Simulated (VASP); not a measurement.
# CdSn2 (Fm-3m) in VASP: notebook

Runs on CdSn2. Level: PBE. Tasks: single point, relaxation of cell and atoms.

All numbers are computed with VASP 6.6.1; they aren't measurements. Logs are shortened: lines on timing, memory, paths and dates and some standing lists are left out, and cuts for length are marked.

## Step 1: The cell of the first run

The structure is cubic, space group Fm-3m (No. 225). Conventional cell: a = 7.029 Å, b = 7.029 Å, c = 7.029 Å, α = 90.00°, β = 90.00°, γ = 90.00°. Within 4.0 Å of Cd (site symmetry m-3m) lie 8 Sn at 3.04 Å. Sn (site symmetry -43m) has 4 Cd at 3.04 Å and 6 Sn at 3.51 Å within 4.0 Å.

## Step 2: Single point, PBE

The input, INCAR:

```
ALGO     = Normal         # electronic algorithm
EDIFF    = 1E-6           # SCF threshold, eV
ENCUT    = 520            # plane-wave cutoff, eV
GGA      = PE             # functional
ISIF     = 2              # what is computed and relaxed
ISMEAR   = 0              # smearing method
LASPH    = T              # aspherical terms in the spheres
LCHARG   = F              # write CHGCAR
LREAL    = F              # projectors in reciprocal space
LWAVE    = F              # write WAVECAR
NBANDS   = 27             # bands
NELM     = 60             # most SCF steps
PREC     = Accurate       # precision mode
SIGMA    = 0.1            # smearing width, eV
```

The input, KPOINTS:

```
k-points
0
Gamma
  4 4 4
```

The input, POSCAR:

```
CdSn2
1.0
    0.0000000000      3.5144007835      3.5144007835
    3.5144007835      0.0000000000      3.5144007835
    3.5144007835      3.5144007835      0.0000000000
Cd Sn
1 2
Direct
    0.0000000000      0.0000000000      0.0000000000
    0.2500000000      0.2500000000      0.2500000000
    0.7500000000      0.7500000000      0.7500000000
```

Potentials or basis: VASP PAW PBE potentials, release 64 (Cd, Sn_d).

On the command line:

```sh
> cat potpaw_PBE.64/Cd/POTCAR potpaw_PBE.64/Sn_d/POTCAR > POTCAR
> mpirun -np 1 vasp_std > vasp.out
```

OUTCAR:

```text
EDIFF = 1E-6
   ENCUT = 520
   GGA = PE
   ISIF = 2
   ISMEAR = 0
   LASPH = T
   LREAL = F
   NELM = 60
   PREC = Accurate

 ion  position               nearest neighbor table
   1  0.000  0.000  0.000-   3 3.04   3 3.04   3 3.04   2 3.04   2 3.04   2 3.04   3 3.04   2 3.04

   2  0.250  0.250  0.250-   1 3.04   1 3.04   1 3.04   1 3.04   3 3.51   3 3.51   3 3.51   3 3.51
                             3 3.51   3 3.51
   3  0.750  0.750  0.750-   1 3.04   1 3.04   1 3.04   1 3.04   2 3.51   2 3.51   2 3.51   2 3.51
                             2 3.51   2 3.51

  LATTYP: Found a face centered cubic cell.
 ALAT       =     7.0288015670

  Lattice vectors:

 A1 = (   0.0000000000,   3.5144007835,   3.5144007835)
 A2 = (   3.5144007835,   0.0000000000,   3.5144007835)
 A3 = (   3.5144007835,   3.5144007835,   0.0000000000)

Analysis of symmetry for initial positions (statically):
=====================================================================
 Subroutine PRICEL returns:
 Original cell was already a primitive cell.

 Routine SETGRP: Setting up the symmetry group for a
 face centered cubic supercell.

 Subroutine GETGRP returns: Found 48 space group operations
 (whereof 48 operations were pure point group operations)
 out of a pool of 48 trial point group operations.

The static configuration has the point symmetry O_h .

Analysis of symmetry for dynamics (positions and initial velocities):
=====================================================================
 Subroutine PRICEL returns:
 Original cell was already a primitive cell.

 Routine SETGRP: Setting up the symmetry group for a
 face centered cubic supercell.

 Subroutine GETGRP returns: Found 48 space group operations
 (whereof 48 operations were pure point group operations)
 out of a pool of 48 trial point group operations.

The dynamic configuration has the point symmetry O_h .

 Subroutine INISYM returns: Found 48 space group operations
 (whereof 48 operations are pure point group operations),
 and found     1 'primitive' translations

----------------------------------------------------------------------------------------

                                     Primitive cell

  volume of cell :      86.8128

  direct lattice vectors                    reciprocal lattice vectors
     0.000000000  3.514400784  3.514400784    -0.142271764  0.142271764  0.142271764
     3.514400784  0.000000000  3.514400784     0.142271764 -0.142271764  0.142271764
     3.514400784  3.514400784  0.000000000     0.142271764  0.142271764 -0.142271764

  length of vectors
     4.970113252  4.970113252  4.970113252     0.246421924  0.246421924  0.246421924

  position of ions in fractional coordinates (direct lattice)
     0.000000000  0.000000000  0.000000000
     0.250000000  0.250000000  0.250000000
     0.750000000  0.750000000  0.750000000

  ion indices of the primitive-cell ions
   primitive index   ion index
                 1           1
                 2           2
                 3           3

----------------------------------------------------------------------------------------

 KPOINTS: k-points

Automatic generation of k-mesh.
 Grid dimensions read from file:
 generate k-points for:    4    4    4

 Generating k-lattice:

  Cartesian coordinates                     Fractional coordinates (reciprocal lattice)
    -0.035567941  0.035567941  0.035567941     0.250000000  0.000000000  0.000000000
     0.035567941 -0.035567941  0.035567941     0.000000000  0.250000000  0.000000000
     0.035567941  0.035567941 -0.035567941     0.000000000  0.000000000  0.250000000

  Length of vectors
     0.061605481  0.061605481  0.061605481

  Shift w.r.t. Gamma in fractional coordinates (k-lattice)
     0.000000000  0.000000000  0.000000000

 Subroutine IBZKPT returns following result:
 ===========================================

 Found      8 irreducible k-points:

 Following reciprocal coordinates:
            Coordinates               Weight
  0.000000  0.000000  0.000000      1.000000
  0.250000  0.000000  0.000000      8.000000
  0.500000  0.000000  0.000000      4.000000
  0.250000  0.250000  0.000000      6.000000
  0.500000  0.250000  0.000000     24.000000
 -0.250000  0.250000  0.000000     12.000000
  0.500000  0.500000  0.000000      3.000000
 -0.250000  0.500000  0.250000      6.000000
   k-points           NKPTS =      8   k-points in BZ     NKDIM =      8   number of bands    NBANDS=     27
   number of dos      NEDOS =    301   number of ions     NIONS =      3
   total plane-waves  NPLWV =  64000
   dimension x,y,z NGX =    40 NGY =   40 NGZ =   40
   dimension x,y,z NGXF=    80 NGYF=   80 NGZF=   80
   ions per type =               1   2
   NGX,Y,Z   is equivalent  to a cutoff of  13.38, 13.38, 13.38 a.u.
   NGXF,Y,Z  is equivalent  to a cutoff of  26.76, 26.76, 26.76 a.u.
 SYSTEM =  unknown system
   PREC   = accura    normal or accurate (medium, high low for compatibility)
   ISTART =      0    job   : 0-new  1-cont  2-samecut
   ICHARG =      2    charge: 1-file 2-atom 10-const
   ISPIN  =      1    spin polarized calculation?
   LNONCOLLINEAR =      F non collinear calculations
   LSORBIT =      F    spin-orbit coupling
   LASPH  =      T    aspherical Exc in radial PAW
   ENCUT  =  520.0 eV  38.22 Ry    6.18 a.u.   9.24  9.24  9.24*2*pi/ulx,y,z
   NELM   =     60;   NELMIN=  2; NELMDL= -5     # of ELM steps
   EDIFF  = 0.1E-05   stopping-criterion for ELM
   LREAL  =      F    real-space projection
   EDIFFG = 0.1E-04   stopping-criterion for IOM
   NSW    =      0    number of steps for IOM
   IBRION =     -1    ionic relax: 0-MD 1-quasi-New 2-CG
   NFREE  =      0    steps in history (QN), initial steepest desc. (CG)
   ISIF   =      2    stress and relaxation
   ISYM   =      2    0-nonsym 1-usesym 2-fastsym
   POTIM  = 0.5000    time-step for ionic-motion
   TEBEG  =    0.0;   TEEND  =   0.0 temperature during run
   PSTRESS=    0.0 pullay stress
   NELECT =      40.0000    total number of electrons
   NUPDOWN=      -1.0000    fix difference up-down
   EMIN   =  10.00;   EMAX   =-10.00  energy-range for DOS
   EFERMI =   0.00;   METHOD = LEGACY
   ISMEAR =     0;   SIGMA  =   0.10  broadening in eV -4-tet -1-fermi 0-gaus
   EFERMI_NEDOS =   21; number of points for ismear=-14 and -15
   IALGO  =     38    algorithm
   IMIX   =      4    mixing-type and parameters
     AMIX     =   0.40;   BMIX     =  1.00
     AMIX_MAG =   1.60;   BMIX_MAG =  1.00
  volume/ion in A,a.u.               =      28.94       195.28
  Fermi-wavevector in a.u.,A,eV,Ry     =   1.264446  2.389456 21.753309  1.598823
  Thomas-Fermi vector in A             =   2.397751
   LORBIT       =      0    0 simple, 1 ext, 2 COOP (PROOUT), +10 PAW based schemes
   GGA     = PE    functional components
   LHFCALC =     F    Hartree Fock is set to
   AEXX    =    0.0000 exact exchange contribution
   IVDW    =     0    specifies the selected vdW correction
   LEPSILON=     F    determine dielectric tensor
   LRPA    =     F    only Hartree local field effects (RPA)
 non-spin polarized calculation
 Gauss-broadening in eV      SIGMA  =   0.10
  energy-cutoff  :      520.00
  volume of cell :       86.81
 maximum number of plane-waves:      2362
 NGX is ok and might be reduce to    40
   NGX = 19   NGY = 19   NGZ = 19

 number of electron      40.0000005 magnetization

 Free energy of the ion-electron system (eV)
  ---------------------------------------------------
  ext. energy  EPLUGINS =         0.00000000
  ---------------------------------------------------
  free energy    TOTEN  =        -8.24698102 eV

  energy without entropy =       -8.23375773  energy(sigma->0) =       -8.24036938

 E-fermi :   5.5585     XC(G=0):  -9.7421

 val. band max:        5.0441290997   @ k =   0.0000   0.0000   0.0000
 cond. band min:       5.5741380098   @ k =  -0.2500   0.5000   0.2500
 fundamental gap:      0.5300089101
 Fermi energy:         5.5585480549

 k-point     1 :       0.0000    0.0000    0.0000
  band No.  band energies     occupation
      1     -16.2875      2.00000
      2     -16.2875      2.00000
      3     -16.2504      2.00000
      4     -16.2504      2.00000
      5     -16.2504      2.00000
      6     -16.1901      2.00000
[... 19 lines left out ...]
     26       8.9515      0.00000
     27       8.9515      0.00000

 k-point     2 :       0.2500    0.0000    0.0000
  band No.  band energies     occupation
      1     -16.2652      2.00000
      2     -16.2652      2.00000
      3     -16.2430      2.00000
      4     -16.2410      2.00000
      5     -16.2410      2.00000
      6     -16.1983      2.00000
[... 19 lines left out ...]
     26       9.6025      0.00000
     27      11.5330      0.00000

 k-point     3 :       0.5000    0.0000    0.0000
  band No.  band energies     occupation
      1     -16.2243      2.00000
      2     -16.2199      2.00000
      3     -16.2199      2.00000
      4     -16.2188      2.00000
      5     -16.2188      2.00000
      6     -16.2163      2.00000
[... 19 lines left out ...]
     26      11.6804      0.00000
     27      12.1189      0.00000

 k-point     4 :       0.2500    0.2500    0.0000
  band No.  band energies     occupation
      1     -16.2847      2.00000
      2     -16.2541      2.00000
      3     -16.2395      2.00000
      4     -16.2339      2.00000
      5     -16.2339      2.00000
      6     -16.2040      2.00000
[... 19 lines left out ...]
     26      11.0398      0.00000
     27      11.0398      0.00000

 k-point     5 :       0.5000    0.2500    0.0000
  band No.  band energies     occupation
      1     -16.2617      2.00000
      2     -16.2458      2.00000
      3     -16.2281      2.00000
      4     -16.2200      2.00000
      5     -16.2185      2.00000
      6     -16.2179      2.00000
[... 19 lines left out ...]
     26      12.1414      0.00000
     27      13.0767      0.00000

 k-point     6 :      -0.2500    0.2500    0.0000
  band No.  band energies     occupation
      1     -16.2605      2.00000
      2     -16.2377      2.00000
      3     -16.2343      2.00000
      4     -16.2207      2.00000
      5     -16.2181      2.00000
      6     -16.2129      2.00000
[... 19 lines left out ...]
     26      11.6566      0.00000
     27      12.2385      0.00000

 k-point     7 :       0.5000    0.5000    0.0000
  band No.  band energies     occupation
      1     -16.2819      2.00000
      2     -16.2578      2.00000
      3     -16.2357      2.00000
      4     -16.2178      2.00000
      5     -16.2178      2.00000
      6     -16.2173      2.00000
[... 19 lines left out ...]
     26      13.2188      0.00000
     27      13.2217      0.00000

 k-point     8 :      -0.2500    0.5000    0.2500
  band No.  band energies     occupation
      1     -16.2525      2.00000
      2     -16.2525      2.00000
      3     -16.2405      2.00000
      4     -16.2352      2.00000
      5     -16.2175      2.00000
      6     -16.2175      2.00000
[... 19 lines left out ...]
     26      13.0709      0.00000
     27      13.0709      0.00000

------------------------ aborting loop because EDIFF is reached ----------------------------------------

  FORCE on cell =-STRESS in cart. coord.  units (eV):
  Direction    XX          YY          ZZ          XY          YZ          ZX
  --------------------------------------------------------------------------------------
  -------------------------------------------------------------------------------------
  Total        0.2206297      0.2206297      0.2206297     -0.0000000     -0.0000000      0.0000000
  in kB        4.0718400      4.0718400      4.0718400     -0.0000000     -0.0000000      0.0000000
  external PRESSURE =       4.0718400 kB  Pullay stress =       0.0000000 kB

 VOLUME and BASIS-vectors are now :
 -----------------------------------------------------------------------------
  energy-cutoff  :      520.00
  volume of cell :       86.81
      direct lattice vectors                 reciprocal lattice vectors
     0.000000000  3.514400784  3.514400784    -0.142271764  0.142271764  0.142271764
     3.514400784  0.000000000  3.514400784     0.142271764 -0.142271764  0.142271764
     3.514400784  3.514400784  0.000000000     0.142271764  0.142271764 -0.142271764

 POSITION                                       TOTAL-FORCE (eV/Angst)
 -----------------------------------------------------------------------------------
      0.00000      0.00000      0.00000        -0.000000     -0.000000     -0.000000
      1.75720      1.75720      1.75720        -0.000000     -0.000000     -0.000000
      5.27160      5.27160      5.27160         0.000000      0.000000      0.000000
 -----------------------------------------------------------------------------------
    total drift:                               -0.000000     -0.000000      0.000000

  FREE ENERGIE OF THE ION-ELECTRON SYSTEM (eV)
  ---------------------------------------------------
  free  energy   TOTEN  =        -8.2469810185 eV

  energy  without entropy=       -8.2337577327  energy(sigma->0) =       -8.24036938
```

It took 9.6 s on 1 thread of Intel Xeon 6975P-C (Granite Rapids), shared host; peak memory 0.23 GiB.

Results:

- Free energy: -8.2470 eV
- Pressure: 0.4 GPa
- Band gap on the k mesh: zero (filled and empty bands touch)

Levels at points of the mesh, in eV from the Fermi level:
| k point | band 17 | band 18 | band 19 | band 20 | band 21 | band 22 | band 23 | band 24 |
| --- | --- | --- | --- | --- | --- | --- | --- | --- |
| (0.00, 0.00, 0.00) | -4.29 | -0.51 | -0.51 | -0.51 | 1.16 | 1.16 | 1.16 | 1.73 |
| (0.50, 0.00, 0.00) | -7.80 | -1.99 | -1.15 | -1.15 | 0.05 | 0.24 | 0.24 | 5.33 |
| (0.50, 0.50, 0.00) | -5.60 | -5.48 | -3.12 | -3.12 | 0.48 | 4.30 | 4.30 | 5.37 |

Caveat: the k points lie up to 0.39 Å⁻¹ apart; spin-orbit coupling is left out, which moves the levels of the heavy elements.

## Step 3: Single point, PBE

This run uses another cell than the first one, of 24.57 Å³/atom, 0.849 times its volume.

Edit INCAR of step 2 so:

```diff
@@ -11,3 +11,3 @@
 NBANDS   = 27             # bands
-NELM     = 60             # most SCF steps
+NELM     = 100            # most SCF steps
 PREC     = Accurate       # precision mode
```

The input, KPOINTS:

```
k-points
0
Gamma
  6 6 6
```

The input, POSCAR:

```
CdSn2
1.0
    0.0000000000      3.3278839995      3.3278839995
    3.3278839995      0.0000000000      3.3278839995
    3.3278839995      3.3278839995      0.0000000000
Cd Sn
1 2
Direct
    0.0000000000      0.0000000000      0.0000000000
    0.2500000000      0.2500000000      0.2500000000
    0.7500000000      0.7500000000      0.7500000000
```

Potentials or basis: VASP PAW PBE potentials, release 64 (Cd, Sn_d).

On the command line:

```sh
> cat potpaw_PBE.64/Cd/POTCAR potpaw_PBE.64/Sn_d/POTCAR > POTCAR
> mpirun -np 1 vasp_std > vasp.out
```

It took 12 s on 1 thread of Intel Xeon 6975P-C (Granite Rapids), shared host; peak memory 0.21 GiB.

Results (log left out):

| Item | Value |
| --- | --- |
| Free energy | -7.6795 eV |
| Pressure | 12.3 GPa |
| Band gap on the k mesh | zero (band 20 reaches 7.22 eV, above the bottom of band 21 at 7.19 eV) |

Levels at points of the mesh, in eV from the Fermi level:
```
           k point  band 17  band 18  band 19  band 20  band 21  band 22  band 23  band 24
(0.00, 0.00, 0.00)    -3.60    -0.48    -0.48    -0.48     1.26     1.26     1.26     2.76
(0.50, 0.00, 0.00)    -8.29    -1.48    -1.39    -1.39     0.30     0.31     0.31     6.53
(0.50, 0.50, 0.00)    -6.35    -5.12    -3.71    -3.71     0.41     5.22     5.22     6.56
```

Caveat: spin-orbit coupling is left out, which moves the levels of the heavy elements.

## Step 4: Relaxation of cell and atoms, PBE

This run uses another cell than the first one, of 24.57 Å³/atom, 0.849 times its volume.

The input, INCAR:

```
SYSTEM = CdSn2
  PREC = Accurate
  ENCUT = 600
  EDIFF = 1E-7
  ISMEAR = 0
  SIGMA = 0.1
  LREAL = .FALSE.
  LASPH = .TRUE.
  NELM = 80
  ALGO = Normal
  ISIF = 3
  LWAVE = .FALSE.
  LCHARG = .FALSE.
  GGA = PE
  IBRION = 2
  NSW = 90
  EDIFFG = -0.04
```

The input, KPOINTS:

```
regular mesh
0
G
  4 4 4
  0 0 0
```

POSCAR is that of step 3.

On the command line:

```sh
> cat potpaw_PBE.64/Cd/POTCAR potpaw_PBE.64/Sn_d/POTCAR > POTCAR
> mpirun -np 1 vasp_std > vasp.out
```

Run time: 29 s. Hardware: 1 thread of Intel Xeon 6975P-C (Granite Rapids), shared host; peak memory 0.25 GiB.

Results (log left out):

- Free energy: -8.2437 eV
- Relaxed volume: 29.15 Å³/atom
- Relaxed cell: a = 4.982 Å, b = 4.982 Å, c = 4.982 Å, α = 60.00°, β = 60.00°, γ = 60.00°
- Space group after relaxing (to 0.05 Å): Fm-3m (No. 225)
- Energy gained by relaxing: 145.1 meV/atom
- Ionic steps: 3
- Pressure after relaxing: 0.1 GPa
- Band gap on the k mesh: zero (filled and empty bands touch)

The path:
| step | energy change (eV) | largest force (eV/Å) | pressure (GPa) | volume (Å³) |
| --- | --- | --- | --- | --- |
| 1 | 0.0000 | 0.0000 | 11.89 | 73.71 |
| 2 | -0.3602 | 0.0000 | -3.00 | 94.93 |
| 3 | -0.4352 | 0.0000 | 0.05 | 87.44 |

Final structure:
```
CELL_PARAMETERS angstrom
0.00000 3.52288 3.52288
3.52288 0.00000 3.52288
3.52288 3.52288 0.00000
ATOMIC_POSITIONS crystal
Cd 0.00000 0.00000 0.00000
Sn 0.25000 0.25000 0.25000
Sn 0.75000 0.75000 0.75000
```

Levels at points of the mesh, in eV from the Fermi level:
| k point | band 17 | band 18 | band 19 | band 20 | band 21 | band 22 | band 23 | band 24 |
| --- | --- | --- | --- | --- | --- | --- | --- | --- |
| (0.00, 0.00, 0.00) | -4.31 | -0.51 | -0.51 | -0.51 | 1.17 | 1.17 | 1.17 | 1.69 |
| (0.50, 0.00, 0.00) | -7.77 | -2.00 | -1.13 | -1.13 | 0.04 | 0.24 | 0.24 | 5.29 |
| (0.50, 0.50, 0.00) | -5.56 | -5.48 | -3.09 | -3.09 | 0.49 | 4.27 | 4.27 | 5.33 |

Caveat: the k points lie up to 0.39 Å⁻¹ apart in the final cell; the volume moved by over 15 % at a fixed basis, so the end points are rough; spin-orbit coupling is left out, which moves the levels of the heavy elements.

## Step 5: Summary

| task | cell | k mesh | cutoff (eV) | gap on the mesh (eV) | pressure (GPa) |
| --- | --- | --- | --- | --- | --- |
| single point | a = 4.970 Å, angles 60.0°, 3 atoms | 4 × 4 × 4 | 520 | none | 0.4 |
| single point | a = 4.706 Å, angles 60.0°, 3 atoms | 6 × 6 × 6 | 520 | none | 12.3 |
| relaxation of cell and atoms | relaxed from a = 4.706 Å, angles 60.0°, 3 atoms | 4 × 4 × 4 | 600 | none | 0.1 |

Alike in all rows: level PBE; potentials or basis VASP PAW PBE potentials, release 64 (Cd, Sn_d); no spin polarisation; smearing gaussian 0.1 eV.

Caveats: some runs use coarse meshes; spin-orbit coupling is left out, which moves the levels of the heavy elements; the volume moved by over 15 % at a fixed basis, so the end points are rough (some runs).

Total energies depend on the potentials used, so only differences within one code and one set of settings carry meaning.
